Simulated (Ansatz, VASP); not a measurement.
One calculation of BiAsSe, two programs

```
CELL_PARAMETERS angstrom
4.08769 0.00000 0.00000
0.00000 4.08769 0.00000
0.00000 0.00000 5.79428
ATOMIC_POSITIONS crystal
Bi 0.00000 0.00000 0.50000
As 0.00000 0.00000 0.00000
Se 0.50000 0.50000 0.50000
```

Alike in both runs: functional PBE; k mesh 12 × 12 × 8; occupations gaussian, width 0.1 eV; no spin polarisation.

Ansatz relaxed the structure, and its values are those at the end. VASP's run is a single point on that final structure, the one shown.

|  | VASP | Ansatz |
| --- | --- | --- |
| version | VASP 6.6.1 | Ansatz 0.2.0 |
| potentials or method | VASP PAW PBE potentials, release 64 (Bi_d, As, Se), cutoff 520 eV | scalar-relativistic, plane waves, PAW |
| valence electrons in the cell | 26 | 46 |

|  | VASP | Ansatz | Ansatz less VASP |
| --- | --- | --- | --- |
| gap on the k mesh at the Fermi level (eV) | none | none | - |
| pressure (GPa) | 0.0 | 0.0 | 0.00 |

A gap of «none» marks a metal or a gap that the smearing closes. VASP's potentials hold 26 valence electrons a cell and Ansatz's 46, so a difference there can come from the potentials and not from the codes.

Neither program's run includes spin-orbit coupling.
